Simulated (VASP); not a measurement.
**Sn: single point with PBE**

The system is Sn.

```xyz
2
Lattice="0.0000 3.2887 3.2887 3.2887 0.0000 3.2887 3.2887 3.2887 0.0000" Properties=species:S:1:pos:R:3 pbc="T T T"
Sn   -0.8222   -0.8222   -0.8222
Sn    0.8222    0.8222    0.8222
```

This isn't the form of Sn at room conditions, which is tetragonal (white tin).

```yaml
Program: VASP 6.6.1
Task: single point
Functional: PBE
Potentials_or_basis: VASP PAW PBE potentials, release 64 (Sn_d)
Cutoff: 520 eV
k_mesh: 10 × 10 × 10
Occupations: fermi-dirac, width 0.05 eV
Spin: no spin polarisation
```

```yaml
Pressure: 1.3 GPa
Band_gap_on_the_k_mesh: zero (bands 14 and 15 overlap by 0.17 eV)
```

Levels at points of the mesh, in eV from the Fermi level:
```csv
k point,band 11,band 12,band 13,band 14,band 15,band 16,band 17,band 18
"(0.00, 0.00, 0.00)",-10.31,-0.89,0.12,0.12,0.12,2.18,2.18,2.18
"(0.50, 0.00, 0.00)",-8.77,-6.12,-1.03,-1.03,-0.05,3.25,3.25,5.70
"(0.50, 0.50, 0.00)",-7.35,-7.35,-2.30,-2.30,0.90,0.90,7.50,7.50
```

Wall time 54 s on 1 thread of Intel Xeon 8259CL (shared host), peak memory 0.22 GiB.

Caveat: spin-orbit coupling is left out, which moves the levels of the heavy elements.
